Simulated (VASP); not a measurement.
A run of VASP 6.6.1:

File INCAR:

```
PREC     = Accurate       # precision mode
ENCUT    = 520            # plane-wave cutoff, eV
EDIFF    = 1E-7           # SCF threshold, eV
ISMEAR   = -1             # smearing method
SIGMA    = 0.05           # smearing width, eV
LREAL    = F              # projectors in reciprocal space
LASPH    = T              # aspherical terms in the spheres
NELM     = 60             # most SCF steps
ALGO     = Normal         # electronic algorithm
ISIF     = 2              # what is computed and relaxed
LWAVE    = F              # write WAVECAR
LCHARG   = T              # write CHGCAR
GGA      = RE             # functional
LELF     = T              # ELF
LVHAR    = T            
NBANDS   = 30             # bands
```

Contents of KPOINTS:

```
regular mesh
0
Gamma
  8 8 3
```

Contents of POSCAR:

```
Y
1.0
    3.6312846459      0.0000000000      0.0000000000
   -1.8156423230      3.1447847517      0.0000000000
    0.0000000000      0.0000000000     11.7097202610
Y
4
Direct
    0.6666666667      0.3333333333      0.7500000000
    0.0000000000      0.0000000000      0.5000000000
    0.3333333333      0.6666666667      0.2500000000
    0.0000000000      0.0000000000      0.0000000000
```

Potentials or basis: VASP PAW PBE potentials, release 64 (Y_sv).

Run with:

```console
$ cat potpaw_PBE.64/Y_sv/POTCAR > POTCAR
$ mpirun -np 1 vasp_std > vasp.out
```

Hardware: 1 thread of Intel(R) Xeon(R) 6975P-C (Granite Rapids) (shared host).

Question: Estimate the wall time of this run.

Answer: Run time: 52 s on 1 thread of Intel(R) Xeon(R) 6975P-C (Granite Rapids), on a shared host, peak memory 0.27 GiB. Counts: scf iterations 18, k points 20.
